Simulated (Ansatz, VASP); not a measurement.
**Two plane-wave programs on B**

```
B
1.0
     2.43275   -2.27890    0.00000
     2.43275    2.27890    0.00000
     0.00000    0.00000    3.04518
B
4
Direct
  0.26278 0.14351 0.25000
  0.73722 0.85649 0.75000
  0.85649 0.73722 0.25000
  0.14351 0.26278 0.75000
```

Alike in both runs: task single point; functional PBE; k mesh 6 × 6 × 6; occupations gaussian, width 0.1 eV; no spin polarisation.

|  | VASP | Ansatz |
| --- | --- | --- |
| version | VASP 6.6.1 | Ansatz 0.2.0 |
| potentials or method | VASP PAW PBE potentials, release 64 (B), cutoff 520 eV | scalar-relativistic, plane waves, PAW |
| valence electrons in the cell | 12 | 12 |

Ansatz gave:

```
gap on the k mesh at the Fermi level (eV)                     : none
pressure (GPa)                                                : -3.2
traceless stress, the component that is largest in VASP (GPa) : -15.64
rms of the force components (eV/Å)                            : 0.107
```

Task: What did VASP give for the same quantities?

Result: gap on the k mesh at the Fermi level (eV): none; pressure (GPa): -3.2; traceless stress, the component that is largest in VASP (GPa): -15.74; rms of the force components (eV/Å): 0.105.

Atom by atom the forces differ by 0.004 eV/Å (rms over components). A gap of «none» marks a metal or a gap that the smearing closes.
